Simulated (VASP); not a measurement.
Write the native input for VASP 6.6.1 that does the following.

- Task: relaxation of cell and atoms
- Functional: PBE
- Potentials or basis: VASP PAW PBE potentials, release 64 (Mg, H)
- Cutoff: 600 eV
- k mesh: 8 × 8 × 6
- Occupations: gaussian, width 0.02 eV
- Spin: no spin polarisation
- Dipole correction: no
- Further INCAR settings: ALGO = Normal; EDIFF = 1e-06; IBRION = 2; EDIFFG = -0.01; NSW = 100; ISIF = 3

The structure of MgH2 lies in POSCAR:

```
MgH2
1.0
    2.3065102900     -2.3126987353      0.0000000000
    2.3065102900      2.3126987353      0.0000000000
    0.0000000000      0.0000000000      6.1947869887
Mg H
2 4
Direct
    0.9463249129      0.0536750871      0.7500000000
    0.0536750871      0.9463249129      0.2500000000
    0.9933921438      0.4528897400      0.3967081378
    0.0066078562      0.5471102600      0.8967081378
    0.4528897400      0.9933921438      0.6032918622
    0.5471102600      0.0066078562      0.1032918622
```

The cell was built from a structure type or drawn by symmetry, and may not be a known phase.

One way to write it, as run:

INCAR

```
ALGO = Normal
EDIFF = 1E-6
EDIFFG = -0.01
ENCUT = 600
GGA = PE
IBRION = 2
ISIF = 3
ISMEAR = 0
LASPH = True
LCHARG = False
LREAL = False
LWAVE = False
NELM = 80
NSW = 100
PREC = Accurate
SIGMA = 0.02
```

KPOINTS

```
k-points
0
Gamma
  8 8 6
```

Potentials or basis: VASP PAW PBE potentials, release 64 (Mg, H).

Command:

```bash
$ cat potpaw_PBE.64/Mg/POTCAR potpaw_PBE.64/H/POTCAR > POTCAR
$ mpirun -np 1 vasp_std > vasp.out
```

Results of the run:

```yaml
Relaxed_volume: 10.97 Å³/atom
Relaxed_cell: a = 3.262 Å, b = 3.262 Å, c = 6.187 Å, α = 90.00°, β = 90.00°, γ = 90.14°
Space_group_after_relaxing_to_0.1_Å: C222_1 (No. 20)
Energy_gained_by_relaxing: 0.0 meV/atom
Ionic_steps: 3
Pressure_after_relaxing: 0.0 GPa
Largest_force_after_relaxing: 0.008 eV/Å
Band_gap_on_the_k_mesh: 1.79 eV (least direct gap 3.26 eV)
```

Run time: 98 s on 1 thread of Intel(R) Xeon(R) Platinum 8259CL CPU @ 2.50GHz (Skylake/Cascade Lake), with other jobs on the host, peak memory 0.23 GiB.
